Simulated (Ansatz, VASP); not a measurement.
# Two plane-wave programs on BN

Contents of INCAR:

```
SYSTEM = BN
PREC     = Accurate       ! precision mode
ENCUT    = 520            ! plane-wave cutoff, eV
EDIFF    = 1E-6           ! SCF threshold, eV
ISMEAR   = 0              ! smearing method
SIGMA    = 0.05           ! smearing width, eV
LREAL    = Auto         
LASPH    = .TRUE.         ! aspherical terms in the spheres
NELM     = 80             ! most SCF steps
ALGO     = Normal         ! electronic algorithm
ISIF     = 2              ! what is computed and relaxed
LWAVE    = .FALSE.        ! write WAVECAR
LCHARG   = .TRUE.         ! write CHGCAR
GGA      = PE             ! functional
LELF     = .TRUE.         ! ELF
LVHAR    = .TRUE.       
NBANDS   = 46             ! bands
```

File KPOINTS:

```
Automatic mesh
0
G
  6 9 3
  0 0 0
```

Contents of POSCAR:

```
BN
1.0
    3.6246970237      0.0000000000      0.0000000000
    0.0000000000      1.8123485118     -1.8123485118
    0.0000000000      7.2493940474      7.2493940474
B N
8 8
Direct
    0.0000000000      0.0000000000      0.2500000000
    0.5000000000      0.5000000000      0.3750000000
    0.0000000000      0.0000000000      0.5000000000
    0.5000000000      0.5000000000      0.6250000000
    0.0000000000      0.0000000000      0.7500000000
    0.5000000000      0.5000000000      0.8750000000
    0.0000000000      0.0000000000      0.0000000000
    0.5000000000      0.5000000000      0.1250000000
    0.7500000000      0.0000000000      0.3750000000
    0.2500000000      0.5000000000      0.5000000000
    0.7500000000      0.0000000000      0.6250000000
    0.2500000000      0.5000000000      0.7500000000
    0.7500000000      0.0000000000      0.8750000000
    0.2500000000      0.5000000000      0.0000000000
    0.7500000000      0.0000000000      0.1250000000
    0.2500000000      0.5000000000      0.2500000000
```

Input for Ansatz:

```yaml
crystal:
  lattice:
    - [3.6246970237, 0.0, 0.0]
    - [0.0, 1.8123485118, -1.8123485118]
    - [0.0, 7.2493940474, 7.2493940474]
  atoms:
    - { symbol: B, position: [0.0, 0.0, 0.25] }
    - { symbol: B, position: [0.5, 0.5, 0.375] }
    - { symbol: B, position: [0.0, 0.0, 0.5] }
    - { symbol: B, position: [0.5, 0.5, 0.625] }
    - { symbol: B, position: [0.0, 0.0, 0.75] }
    - { symbol: B, position: [0.5, 0.5, 0.875] }
    - { symbol: B, position: [0.0, 0.0, 0.0] }
    - { symbol: B, position: [0.5, 0.5, 0.125] }
    - { symbol: "N", position: [0.75, 0.0, 0.375] }
    - { symbol: "N", position: [0.25, 0.5, 0.5] }
    - { symbol: "N", position: [0.75, 0.0, 0.625] }
    - { symbol: "N", position: [0.25, 0.5, 0.75] }
    - { symbol: "N", position: [0.75, 0.0, 0.875] }
    - { symbol: "N", position: [0.25, 0.5, 0.0] }
    - { symbol: "N", position: [0.75, 0.0, 0.125] }
    - { symbol: "N", position: [0.25, 0.5, 0.25] }
basis:
  ecutwfc: 420
kpoints:
  mp_grid: { grid: [6, 9, 3] }
hamiltonian:
  xc: pbe
scf:
  occupations: { method: gaussian, width: 0.05 }
output:
  forces: true
  stress: true
  eigenvalues: true
```

Alike in both runs: task single point; functional PBE; k mesh 6 × 9 × 3; occupations gaussian, width 0.05 eV; no spin polarisation.

```csv
,VASP,Ansatz
version,VASP 6.6.1,Ansatz 0.2.0
potentials or method,"VASP PAW PBE potentials, release 64 (B, N), cutoff 520 eV","scalar-relativistic, plane waves, PAW"
valence electrons in the cell,64,64
```

|  | VASP | Ansatz | Ansatz less VASP |
| --- | --- | --- | --- |
| gap on the k mesh at the Fermi level (eV) | 4.45 | 4.46 | +0.012 |
| least direct gap on the mesh (eV) | 4.45 | 4.46 | +0.012 |
| pressure (GPa) | 0.2 | 0.0 | -0.24 |
